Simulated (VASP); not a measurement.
A run of VASP 6.6.1 is set up as follows.

The input POSCAR:

```
Cs
1.0
   -3.1284650614      3.1284650614      3.1284650614
    3.1284650614     -3.1284650614      3.1284650614
    3.1284650614      3.1284650614     -3.1284650614
Cs
1
Direct
    0.0000000000      0.0000000000      0.0000000000
```

Contents of INCAR.step1:

```
SYSTEM = Cs
PREC = Accurate
ENCUT = 520
EDIFF = 1E-5
ISMEAR = -1
SIGMA = 0.05
LREAL = .FALSE.
LASPH = .TRUE.
NELM = 60
ALGO = Normal
ISIF = 2
LWAVE = .TRUE.
LCHARG = .FALSE.
GGA = PE
NBANDS = 10
```

INCAR.step2

```
SYSTEM = Cs
PREC = Accurate
ENCUT = 520
EDIFF = 1E-6
ISMEAR = -1
SIGMA = 0.05
LREAL = .FALSE.
LASPH = .TRUE.
NELM = 60
ALGO = Normal
ISIF = 2
LWAVE = .FALSE.
LCHARG = .FALSE.
GGA = PE
LHFCALC = .TRUE.
HFSCREEN = 0.2079
PRECFOCK = Normal
ISTART = 1
NBANDS = 10
```

Contents of KPOINTS:

```
regular mesh
0
G
  4 4 4
  0 0 0
```

Potentials or basis: VASP PAW PBE potentials, release 64 (Cs_sv).

Run with:

```sh
$ cat potpaw_PBE.64/Cs_sv/POTCAR > POTCAR
$ cp INCAR.step1 INCAR
$ mpirun -np 1 vasp_std > vasp.out
$ cp INCAR.step2 INCAR
$ mpirun -np 1 vasp_std > vasp.out
```

**Question.** Predict the band gap on the k mesh.

**Answer.** Zero (an odd number of electrons rules out a gap without spin polarisation).

**Question.** Predict the pressure.

**Answer.** 0.0 GPa.

Caveat: the PAW data sets were made with another functional, which shifts forces and pressure a little; spin-orbit coupling is left out, which moves the levels of the heavy elements.
